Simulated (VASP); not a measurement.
# La2MgGeF6 (R3) in VASP: further runs

La2MgGeF6 is run at these levels: PBE; tasks: single point.

Everything below comes from runs of VASP 6.6.1. Logs are shortened: lines on timing, memory, paths and dates and some standing lists are left out, and cuts for length are marked.

**1. The cell of the first run**

Symmetry: R3, No. 146, trigonal system. Conventional cell: a = 5.808 Å, b = 5.808 Å, c = 14.043 Å, α = 90.00°, β = 90.00°, γ = 120.00°. La (site symmetry 3) has 12 F at 2.57 to 3.24 Å within 3.4 Å. La (site symmetry 3) has 12 F at 2.62 to 3.19 Å and 1 Mg at 3.48 Å within 3.5 Å. Within 2.6 Å of Ge (site symmetry 3) lie 6 F at 1.96 to 1.97 Å. Within 2.8 Å of Mg (site symmetry 3) lie 6 F at 2.15 to 2.20 Å. Within 2.6 Å of F (site symmetry 1) lie 1 Ge at 1.96 Å and 1 Mg at 2.15 Å. Within 2.6 Å of F (site symmetry 1) lie 1 Ge at 1.97 Å and 1 Mg at 2.20 Å and 1 La at 2.57 Å.

**2. Single point, PBE**

Input file INCAR:

```
PREC     = Accurate       # precision mode
ENCUT    = 520            # plane-wave cutoff, eV
EDIFF    = 1E-7           # SCF threshold, eV
ISMEAR   = 1              # smearing method
SIGMA    = 0.0296         # smearing width, eV
LREAL    = F              # projectors in reciprocal space
LASPH    = T              # aspherical terms in the spheres
NELM     = 60             # most SCF steps
ALGO     = Normal         # electronic algorithm
ISIF     = 2              # what is computed and relaxed
LWAVE    = F              # write WAVECAR
LCHARG   = T              # write CHGCAR
GGA      = PE             # functional
LELF     = T              # ELF
LVHAR    = T            
NBANDS   = 51             # bands
```

Input file KPOINTS:

```
regular mesh
0
Gamma
  4 4 4
```

Input file POSCAR:

```
La2MgGeF6
1.0
    2.9038430000      1.6765330000      4.6810950000
   -2.9038430000      1.6765330000      4.6810950000
    0.0000000000     -3.3530650000      4.6810950000
La Ge Mg F
2 1 1 6
Direct
    0.7520000000      0.7520000000      0.7520000000
    0.2480000000      0.2480000000      0.2480000000
    0.5030000000      0.5030000000      0.5030000000
    0.0000000000      0.0000000000      0.0000000000
    0.6900000000      0.2550000000      0.7890000000
    0.7890000000      0.6900000000      0.2550000000
    0.2550000000      0.7890000000      0.6900000000
    0.2080000000      0.3240000000      0.7350000000
    0.7350000000      0.2080000000      0.3240000000
    0.3240000000      0.7350000000      0.2080000000
```

Potentials or basis: VASP PAW PBE potentials, release 64 (La, Ge_d, Mg, F).

Started as:

```
$ cat potpaw_PBE.64/La/POTCAR potpaw_PBE.64/Ge_d/POTCAR potpaw_PBE.64/Mg/POTCAR potpaw_PBE.64/F/POTCAR > POTCAR
$ mpirun -np 1 vasp_std > vasp.out
```

OUTCAR:

```text
PREC = Accurate
   ENCUT = 520
   EDIFF = 1E-7
   ISMEAR = 1
   LREAL = F
   LASPH = T
   NELM = 60
   ISIF = 2
   GGA = PE

 ion  position               nearest neighbor table
   1  0.752  0.752  0.752-  10 2.57   9 2.57   8 2.57   4 3.48   4 3.56   4 3.56   4 3.56
   2  0.248  0.248  0.248-   5 2.62   7 2.62   6 2.62   4 3.48   4 3.56   4 3.56   4 3.56
   3  0.503  0.503  0.503-   6 1.96   5 1.96   7 1.96   8 1.97  10 1.97   9 1.97
   4  0.000  0.000  0.000-   6 2.15   7 2.15   5 2.15   8 2.20   9 2.20  10 2.20   1 3.48   2 3.48
                             1 3.56   2 3.56   1 3.56   1 3.56   2 3.56   2 3.56
   5  0.690  0.255  0.789-   3 1.96   4 2.15   2 2.62
   6  0.789  0.690  0.255-   3 1.96   4 2.15   2 2.62
   7  0.255  0.789  0.690-   3 1.96   4 2.15   2 2.62
   8  0.208  0.324  0.735-   3 1.97   4 2.20   1 2.57
   9  0.735  0.208  0.324-   3 1.97   4 2.20   1 2.57
  10  0.324  0.735  0.208-   3 1.97   4 2.20   1 2.57

  LATTYP: Found a trigonal (rhomboedric) cell.
 ALAT       =     5.7581001613
 COS(alpha) =     0.4913514282

  Lattice vectors:

 A1 = (   2.9038430000,   1.6765330000,   4.6810950000)
 A2 = (  -2.9038430000,   1.6765330000,   4.6810950000)
 A3 = (   0.0000000000,  -3.3530650000,   4.6810950000)

Analysis of symmetry for initial positions (statically):
=====================================================================
 Subroutine PRICEL returns:
 Original cell was already a primitive cell.

 Routine SETGRP: Setting up the symmetry group for a
 trigonal (rhombohedral) supercell.

 Subroutine GETGRP returns: Found  3 space group operations
 (whereof  3 operations were pure point group operations)
 out of a pool of 12 trial point group operations.

The static configuration has the point symmetry C_3 .

Analysis of symmetry for dynamics (positions and initial velocities):
=====================================================================
 Subroutine PRICEL returns:
 Original cell was already a primitive cell.

 Routine SETGRP: Setting up the symmetry group for a
 trigonal (rhombohedral) supercell.

 Subroutine GETGRP returns: Found  3 space group operations
 (whereof  3 operations were pure point group operations)
 out of a pool of 12 trial point group operations.

The dynamic configuration has the point symmetry C_3 .

 Subroutine INISYM returns: Found  3 space group operations
 (whereof  3 operations are pure point group operations),
 and found     1 'primitive' translations

[... 110 lines left out ...]
   NELECT =      80.0000    total number of electrons
   NUPDOWN=      -1.0000    fix difference up-down
   EMIN   =  10.00;   EMAX   =-10.00  energy-range for DOS
   EFERMI =   0.00;   METHOD = LEGACY
   ISMEAR =     1;   SIGMA  =   0.03  broadening in eV -4-tet -1-fermi 0-gaus
   EFERMI_NEDOS =   21; number of points for ismear=-14 and -15
   IALGO  =     38    algorithm
   IMIX   =      4    mixing-type and parameters
     AMIX     =   0.40;   BMIX     =  1.00
     AMIX_MAG =   1.60;   BMIX_MAG =  1.00
  volume/ion in A,a.u.               =      13.67        92.27
  Fermi-wavevector in a.u.,A,eV,Ry     =   1.369231  2.587472 25.508132  1.874795
  Thomas-Fermi vector in A             =   2.495125
   LORBIT       =      0    0 simple, 1 ext, 2 COOP (PROOUT), +10 PAW based schemes
   GGA     = PE    functional components
   LHFCALC =     F    Hartree Fock is set to
   AEXX    =    0.0000 exact exchange contribution
   IVDW    =     0    specifies the selected vdW correction
   LEPSILON=     F    determine dielectric tensor
   LRPA    =     F    only Hartree local field effects (RPA)
 non-spin polarized calculation
 Methfessel and Paxton  Order N= 1 SIGMA  =   0.03
  energy-cutoff  :      520.00
  volume of cell :      136.74
 maximum number of plane-waves:      3701
 NGX is ok and might be reduce to    48
   NGX = 21   NGY = 21   NGZ = 21

 number of electron      80.0000004 magnetization

 Free energy of the ion-electron system (eV)
  ---------------------------------------------------
  ext. energy  EPLUGINS =         0.00000000
  ---------------------------------------------------
  free energy    TOTEN  =       -45.13351666 eV

  energy without entropy =      -45.13211080  energy(sigma->0) =      -45.13304804

 E-fermi :   9.7875     XC(G=0): -10.7384

 val. band max:        9.7866456187   @ k =   0.5000   0.5000   0.2500
 cond. band min:       9.7893240428   @ k =   0.5000   0.0000  -0.2500
 fundamental gap:      0.0026784240
 Fermi energy:         9.7874896956

 k-point     1 :       0.0000    0.0000    0.0000
  band No.  band energies     occupation
      1     -24.6797      2.00000
      2     -24.5543      2.00000
      3     -18.3825      2.00000
      4     -18.2605      2.00000
      5     -18.2605      2.00000
      6     -17.9504      2.00000
[... 745 lines left out ...]
     50      10.4589      0.00000
     51      10.4776      0.00000

------------------------ aborting loop because EDIFF is reached ----------------------------------------

  FORCE on cell =-STRESS in cart. coord.  units (eV):
  Direction    XX          YY          ZZ          XY          YZ          ZX
  --------------------------------------------------------------------------------------
  -------------------------------------------------------------------------------------
  Total       23.6806830     23.6806302     19.5412088     -0.0000002      0.0000014      0.0000000
  in kB      277.4731409    277.4725215    228.9697711     -0.0000018      0.0000163      0.0000000
  external PRESSURE =     261.3051445 kB  Pullay stress =       0.0000000 kB

 VOLUME and BASIS-vectors are now :
 -----------------------------------------------------------------------------
  energy-cutoff  :      520.00
  volume of cell :      136.74
      direct lattice vectors                 reciprocal lattice vectors
     2.903843000  1.676533000  4.681095000     0.172185617  0.099411524  0.071208403
    -2.903843000  1.676533000  4.681095000    -0.172185617  0.099411524  0.071208403
     0.000000000 -3.353065000  4.681095000     0.000000000 -0.198823047  0.071208424

 POSITION                                       TOTAL-FORCE (eV/Angst)
 -----------------------------------------------------------------------------------
      0.00000      0.00000     10.56055         0.000000     -0.000000     -0.071075
      0.00000      0.00000      3.48273         0.000000      0.000000      0.075579
      0.00000      0.00000      7.06377         0.000000     -0.000000     -0.061900
      0.00000      0.00000      0.00000         0.000000      0.000000      0.120756
      1.26317     -1.06124      8.11702         2.463755     -1.804819      1.792495
      0.28748      1.62456      8.11702         0.331144      3.036082      1.792495
     -1.55065     -0.56331      8.11702        -2.794899     -1.231262      1.792495
     -0.33685     -1.57259      5.93095        -0.295099     -2.468966     -1.813615
      1.53033      0.49458      5.93095         2.285739      0.978920     -1.813615
     -1.19348      1.07801      5.93095        -1.990640      1.490045     -1.813615
 -----------------------------------------------------------------------------------
    total drift:                               -0.000016     -0.000004     -0.000413

  FREE ENERGIE OF THE ION-ELECTRON SYSTEM (eV)
  ---------------------------------------------------
  free  energy   TOTEN  =       -45.1335166564 eV

  energy  without entropy=      -45.1321108042  energy(sigma->0) =      -45.13304804
```

OSZICAR:

```text
N       E                     dE             d eps       ncg     rms          rms(c)
DAV:   1     0.117222504602E+04    0.11722E+04   -0.33142E+04  1758   0.289E+03
DAV:   2     0.330677101863E+03   -0.84155E+03   -0.74687E+03  1564   0.690E+02
DAV:   3     0.968960951018E+01   -0.32099E+03   -0.30384E+03  1816   0.291E+02
[... 13 lines left out ...]
DAV:  17    -0.451335165548E+02   -0.11188E-05   -0.37055E-05  2432   0.357E-02    0.532E-03
DAV:  18    -0.451335173218E+02   -0.76697E-06   -0.76426E-06  2792   0.134E-02    0.355E-03
DAV:  19    -0.451335168933E+02    0.42852E-06   -0.18317E-06  1904   0.676E-03    0.794E-04
DAV:  20    -0.451335167100E+02    0.18332E-06   -0.32041E-07  1480   0.399E-03    0.484E-04
DAV:  21    -0.451335166564E+02    0.53518E-07   -0.70795E-08  1304   0.312E-03
   1 F= -.45133517E+02 E0= -.45133048E+02  d E =-.140585E-02
```

It took 8.3 min on 1 thread of Oxide Virtual Turin-like, shared host; peak memory 0.35 GiB.

Results:

```yaml
Free_energy: -45.1335 eV
Pressure: 26.1 GPa
Largest_force: 3.541 eV/Å
Band_gap_on_the_k_mesh: zero (band 40 reaches 9.99 eV, above the bottom of band 41 at 8.89 eV)
```

Forces in eV/Å, atoms in the order of the input:
```
La   0.000  0.000 -0.071
La   0.000  0.000  0.076
Ge   0.000  0.000 -0.062
Mg   0.000  0.000  0.121
F    2.464 -1.805  1.792
F    0.331  3.036  1.792
F   -2.795 -1.231  1.792
F   -0.295 -2.469 -1.814
F    2.286  0.979 -1.814
F   -1.991  1.490 -1.814
```

Caveat: spin-orbit coupling is left out, which moves the levels of the heavy elements; forces of over 1 eV/Å act on the atoms, so gaps and moduli don't describe the material at rest.

**3. Single point, PBE**

Input file INCAR:

```
ALGO = Normal
EDIFF = 1E-6
ENCUT = 520
GGA = PE
ISIF = 2
ISMEAR = -5
LASPH = True
LCHARG = False
LREAL = False
LWAVE = False
NBANDS = 51
NELM = 100
PREC = Accurate
SIGMA = 0.1
```

Input file KPOINTS:

```
k-points
0
Gamma
  4 4 4
```

POSCAR is that of step 2.

Potentials or basis: VASP PAW PBE potentials, release 64 (La, Ge_d, Mg, F).

Started as:

```
$ cat potpaw_PBE.64/La/POTCAR potpaw_PBE.64/Ge_d/POTCAR potpaw_PBE.64/Mg/POTCAR potpaw_PBE.64/F/POTCAR > POTCAR
$ mpirun -np 1 vasp_std > vasp.out
```

It took 8.9 min on 1 thread of Oxide Virtual Turin-like, shared host; peak memory 0.35 GiB.

The run converged. Its results:

| Item | Value |
| --- | --- |
| Free energy | -45.1537 eV |
| Pressure | 26.1 GPa |
| Largest force | 3.525 eV/Å |
| Band gap on the k mesh | zero (band 40 reaches 10.00 eV, above the bottom of band 41 at 8.90 eV) |

Forces in eV/Å, atoms in the order of the input:
```
La   0.000  0.000 -0.035
La   0.000  0.000  0.044
Ge   0.000  0.000 -0.074
Mg   0.000  0.000  0.128
F    2.466 -1.792  1.771
F    0.318  3.032  1.771
F   -2.785 -1.240  1.771
F   -0.289 -2.450 -1.792
F    2.266  0.974 -1.792
F   -1.977  1.475 -1.792
```

Stress tensor (GPa, compression positive):
```
27.84  0.00  0.00
 0.00 27.84  0.00
 0.00  0.00 22.61
```

Levels at points of the mesh, in eV from the Fermi level:
```
           k point  band 37  band 38  band 39  band 40  band 41  band 42
(0.00, 0.00, 0.00)    -8.29    -3.84    -0.94    -0.94    -0.87    -0.50
(0.50, 0.00, 0.00)    -8.21    -2.35    -0.52     0.10     0.17     0.24
(0.50, 0.50, 0.00)    -8.17    -2.10    -0.06     0.00     0.08     0.47
(0.50, 0.50, 0.50)    -8.43    -2.38    -0.54     0.16     0.16     0.24
```

Caveat: spin-orbit coupling is left out, which moves the levels of the heavy elements; forces of over 1 eV/Å act on the atoms, so gaps and moduli don't describe the material at rest; tetrahedron occupations give inexact forces and stress in metals.
